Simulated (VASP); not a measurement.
Wanted: the native input for a VASP 6.6.1 run.

| Item | Value |
| --- | --- |
| Task | single point |
| Functional | PBE |
| Potentials or basis | VASP PAW PBE potentials, release 64 (Li_sv, F) |
| Cutoff | 520 eV |
| k mesh | 10 × 10 × 10 |
| Occupations | gaussian, width 0.1 eV |
| Spin | no spin polarisation |
| Dipole correction | no |
| Further INCAR settings | ALGO = Normal; EDIFF = 1e-07; NBANDS = 12 |

The structure of LiF lies in POSCAR:

```
LiF
1.0
    0.0000000000      2.0417135738      2.0417135738
    2.0417135738      0.0000000000      2.0417135738
    2.0417135738      2.0417135738      0.0000000000
Li F
1 1
Direct
    0.0000000000      0.0000000000      0.0000000000
    0.5000000000      0.5000000000      0.5000000000
```

One way to write it, as run:

INCAR

```
SYSTEM = LiF
  ALGO = Normal
  EDIFF = 1E-7
  ENCUT = 520
  GGA = PE
  ISIF = 2
  ISMEAR = 0
  LASPH = .True.
  LCHARG = .False.
  LREAL = .False.
  LWAVE = .False.
  NBANDS = 12
  NELM = 80
  PREC = Accurate
  SIGMA = 0.1
```

KPOINTS

```
k-points
0
Gamma
  10 10 10
  0 0 0
```

Potentials or basis: VASP PAW PBE potentials, release 64 (Li_sv, F).

Launch:

```sh
$ cat potpaw_PBE.64/Li_sv/POTCAR potpaw_PBE.64/F/POTCAR > POTCAR
$ mpirun -np 1 vasp_std > vasp.out
```

It gave:

```
Band gap on the k mesh : 8.73 eV, direct
```

It took 5.4 s on 1 thread of Intel Xeon 6975P-C, on a shared host, peak memory 0.13 GiB.
